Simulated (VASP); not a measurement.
Cu, 1 atom in the cell. It takes space group Fm-3m (No. 225, cubic). The conventional cell has a = 3.627 Å, b = 3.627 Å, c = 3.627 Å, α = 90.00°, β = 90.00°, γ = 90.00°. Cu (site symmetry m-3m) has 12 Cu at 2.56 Å within 3.4 Å. 

| Quantity | Value |
| --- | --- |
| Program | VASP 6.6.1 |
| Task | single point |
| Functional | PBE |
| Potentials or basis | VASP PAW PBE potentials, release 64 (Cu) |
| Cutoff | 600 eV |
| k mesh | 11 × 11 × 11 |
| Occupations | fermi-dirac, width 0.05 eV |
| Spin | no spin polarisation |
| Dipole correction | no |
| Further INCAR settings | ALGO = Normal; EDIFF = 1e-06; NBANDS = 12 |

Potentials or basis: VASP PAW PBE potentials, release 64 (Cu).

The run is started by

```bash
$ cat potpaw_PBE.64/Cu/POTCAR > POTCAR
$ mpirun -np 1 vasp_std > vasp.out
```

Hardware: 1 thread of AMD EPYC 9R45 96-Core Processor (Zen 5) (shared host).

Task: Estimate the wall time of this run.

Result: It took 5.4 s on 1 thread of AMD EPYC 9R45 96-Core Processor (Zen 5) (shared host), peak memory 0.1 GiB. Counts: scf iterations 12, k points 56.
